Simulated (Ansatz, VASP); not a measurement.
KCl: VASP beside Ansatz

Contents of INCAR:

```
  PREC = Accurate
  ENCUT = 520
  EDIFF = 1E-6
  ISMEAR = 0
  SIGMA = 0.05
  LREAL = False
  LASPH = True
  NELM = 100
  ALGO = Normal
  ISIF = 2
  LWAVE = False
  LCHARG = False
  GGA = PS
  NBANDS = 15
```

File KPOINTS:

```
Automatic mesh
0
Gamma
  6 6 6
```

The input POSCAR:

```
KCl
1.0
    3.9351759000      0.0000000000      0.0000000000
    0.0000000000      3.9351759000      0.0000000000
    0.0000000000      0.0000000000      3.9351759000
K Cl
1 1
Direct
    0.0000000000      0.0000000000      0.0000000000
    0.5000000000      0.5000000000      0.5000000000
```

Input for Ansatz:

```yaml
crystal:
  lattice:
    - [3.9351759, 0.0, 0.0]
    - [0.0, 3.9351759, 0.0]
    - [0.0, 0.0, 3.9351759]
  atoms:
    - { symbol: K, position: [0.0, 0.0, 0.0] }
    - { symbol: Cl, position: [0.5, 0.5, 0.5] }
basis:
  ecutwfc: 420
kpoints:
  mp_grid: { grid: [6, 6, 6] }
hamiltonian:
  xc: pbesol
scf:
  occupations: { method: gaussian, width: 0.05 }
output:
  forces: true
  stress: true
  eigenvalues: true
```

Change from the starting cell: strain +0.025 along x and y, +0.025 along z, atoms carried along.

Alike in both runs: task single point; functional PBEsol; k mesh 6 × 6 × 6; occupations gaussian, width 0.05 eV; no spin polarisation.

```csv
,VASP,Ansatz
version,VASP 6.6.1,Ansatz 0.2.0
potentials or method,"VASP PAW PBE potentials, release 64 (K_sv, Cl), cutoff 520 eV","scalar-relativistic, plane waves, PAW"
valence electrons in the cell,16,16
```

```csv
,VASP,Ansatz,Ansatz less VASP
gap on the k mesh at the Fermi level (eV),4.35,4.35,+0.003
least direct gap on the mesh (eV),4.54,4.54,+0.002
pressure (GPa),-2.3,-2.3,0.00
```

VASP's potentials were made for PBE, not for PBEsol.
